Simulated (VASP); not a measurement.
The system is Si2N.

```
Si N
1.0
     4.17025    0.00000    0.00000
     0.00000    2.28538    0.00000
    -0.93796    0.00000    4.32105
Si N
2 1
Direct
  0.50000 0.46396 0.00000
  0.00000 0.94091 0.00000
  0.00000 0.66059 0.50000
```

The cell was built from a structure type or drawn by symmetry, and may not be a known phase.

| Item | Value |
| --- | --- |
| Program | VASP 6.6.1 |
| Task | relaxation of cell and atoms |
| Functional | PBE |
| Potentials or basis | VASP PAW PBE potentials, release 64 (Si, N) |
| Cutoff | 600 eV |
| k mesh | 4 × 8 × 4 |
| Occupations | gaussian, width 0.1 eV |
| Spin | no spin polarisation |

At the start: pressure 2.7 GPa; volume 13.73 Å³/atom.

**Question.** How do energy, volume and symmetry change on relaxing?

**Answer.** Over 25 steps the energy falls by 1146.5 meV/atom and the volume is 12.57 Å³/atom (-8.4 %); space group P2 (No. 3, to 0.1 Å) before and after.

Step by step:
| step | energy change (eV) | largest force (eV/Å) | pressure (GPa) | volume (Å³) |
| --- | --- | --- | --- | --- |
| 1 | 0.0000 | 0.7269 | 2.75 | 41.18 |
| 2 | -1.6528 | 1.0103 | -9.41 | 41.76 |
| 3 | -2.5752 | 0.0922 | -5.66 | 40.70 |
| 4 | -2.5756 | 1.2315 | 3.20 | 39.64 |
| 5 | -2.6340 | 0.4362 | -2.48 | 40.29 |
| 6 | -2.6364 | 0.5525 | -1.65 | 40.19 |
| 7 | -2.8139 | 0.8908 | 0.13 | 39.28 |
| 8 | -2.9885 | 1.7369 | 6.89 | 37.02 |
| 9 | -3.0907 | 1.2119 | 3.27 | 37.40 |
| 10 | -3.1361 | 1.0564 | 0.11 | 37.75 |
| 11 | -3.1395 | 1.0776 | -0.86 | 37.86 |
| 12 | -3.1682 | 1.0667 | -1.13 | 37.79 |
| 13 | -3.2449 | 0.8054 | -1.49 | 37.59 |
| 14 | -3.3285 | 0.8247 | -1.03 | 37.17 |
| 15 | -3.3309 | 0.9036 | -0.55 | 37.03 |
| 16 | -3.3700 | 0.7667 | 1.10 | 36.79 |
| 17 | -3.3890 | 0.5989 | 3.51 | 36.55 |
| 18 | -3.4257 | 0.1709 | 1.11 | 37.35 |
| 19 | -3.4333 | 0.1431 | -0.40 | 37.94 |
| 20 | -3.4375 | 0.0751 | -0.48 | 37.94 |
| 21 | -3.4389 | 0.0161 | -0.56 | 37.94 |
| 22 | -3.4389 | 0.0170 | -0.57 | 37.94 |
| 23 | -3.4393 | 0.0437 | 0.19 | 37.73 |
| 24 | -3.4393 | 0.0419 | 0.15 | 37.74 |
| 25 | -3.4396 | 0.0245 | 0.09 | 37.72 |

Final structure:
```
Si N
1.0
     3.91209    0.00000   -0.04789
     0.00000    3.49207    0.00000
    -0.93398    0.00000    2.77221
Si N
2 1
Cartesian
  1.0221 1.3443 2.7483
  0.0000 3.4422 0.0000
  -0.4670 2.4262 1.3861
```

Caveat: the k points lie up to 0.57 Å⁻¹ apart in the final cell, too coarse for converged energies and pressures of a metal; a cell axis changed by over 15 % at a fixed basis, so the end point is rough.
